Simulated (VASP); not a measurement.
A run of VASP 6.6.1 is set up as follows.

INCAR

```
SYSTEM = PtSe2
ALGO     = Normal         ! electronic algorithm
EDIFF    = 1E-6           ! SCF threshold, eV
ENCUT    = 520            ! plane-wave cutoff, eV
GGA      = PS             ! functional
ISIF     = 2              ! what is computed and relaxed
ISMEAR   = 0              ! smearing method
LASPH    = .True.         ! aspherical terms in the spheres
LCHARG   = .False.        ! write CHGCAR
LREAL    = .False.        ! projectors in reciprocal space
LWAVE    = .False.        ! write WAVECAR
NBANDS   = 18             ! bands
NELM     = 100            ! most SCF steps
PREC     = Accurate       ! precision mode
SIGMA    = 0.1            ! smearing width, eV
```

Contents of KPOINTS:

```
k-points
0
Gamma
  12 12 8
  0 0 0
```

File POSCAR:

```
PtSe2
1.0
    3.7377096896      0.0000000000      0.0000000000
   -1.8688548448      3.2369515432      0.0000000000
    0.0000000000      0.0000000000      4.6279838796
Pt Se
1 2
Direct
    0.0000000000      0.0000000000      0.0000000000
    0.3333333333      0.6666666667      0.2722806662
    0.6666666667      0.3333333333      0.7277193338
```

Potentials or basis: VASP PAW PBE potentials, release 64 (Pt, Se).

The run is started by

```bash
$ cat potpaw_PBE.64/Pt/POTCAR potpaw_PBE.64/Se/POTCAR > POTCAR
$ mpirun -np 1 vasp_std > vasp.out
```

Problem. Estimate the pressure.

Solution. 4.4 GPa.

Problem. Estimate the band gap on the k mesh.

Solution. Zero (bands 11 and 12 overlap by 0.97 eV).

Forces in eV/Å, atoms in the order of the input:
```
Pt   0.000  0.000  0.000
Se   0.000  0.000  0.011
Se   0.000  0.000 -0.011
```

Caveat: the cell stands under pressure; the PAW data sets were made with another functional, which shifts forces and pressure a little; spin-orbit coupling is left out, which moves the levels of the heavy elements.
